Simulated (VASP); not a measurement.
**HgTe: single point with PBE**

HgTe:

```
CELL_PARAMETERS angstrom
0.00000 3.30409 3.22350
3.30409 0.00000 3.22350
3.30409 3.30409 0.00000
ATOMIC_POSITIONS crystal
Hg 0.00000 0.00000 0.00000
Te 0.75000 0.75000 0.75000
```

This cell differs from its parent crystal: strain +0.0250 x Voigt [1, 1, 0, 0, 0, 0].

| Property | Result |
| --- | --- |
| Program | VASP 6.6.1 |
| Task | single point |
| Functional | PBE |
| Potentials or basis | VASP PAW PBE potentials, release 64 (Hg, Te) |
| Cutoff | 520 eV |
| k mesh | 14 × 14 × 14 |
| Occupations | gaussian, width 0.15 eV |
| Spin | no spin polarisation |

```
Pressure : 1.7 GPa
```

Stress tensor (GPa, compression positive):
```
1.61 0.00 0.00
0.00 1.61 0.00
0.00 0.00 1.93
```

Levels at points of the mesh, in eV from the Fermi level:
| k point | band 7 | band 8 | band 9 | band 10 | band 11 | band 12 |
| --- | --- | --- | --- | --- | --- | --- |
| (0.00, 0.00, 0.00) | -0.96 | -0.17 | -0.17 | -0.09 | 4.17 | 4.17 |
| (0.50, 0.00, 0.00) | -5.36 | -1.10 | -0.99 | 0.56 | 4.87 | 5.00 |
| (0.50, 0.50, 0.00) | -5.27 | -2.30 | -2.30 | 1.66 | 2.40 | 8.03 |
| (0.50, 0.00, 0.50) | -5.38 | -2.23 | -2.18 | 1.83 | 2.49 | 7.88 |

Run time: 90 s on 1 thread of Intel(R) Xeon(R) 6975P-C (Granite Rapids), with other jobs on the host, peak memory 0.43 GiB.

Caveat: the cell differs from its parent crystal (strain +0.0250 x Voigt [1, 1, 0, 0, 0, 0]); spin-orbit coupling is left out, which moves the levels of the heavy elements.
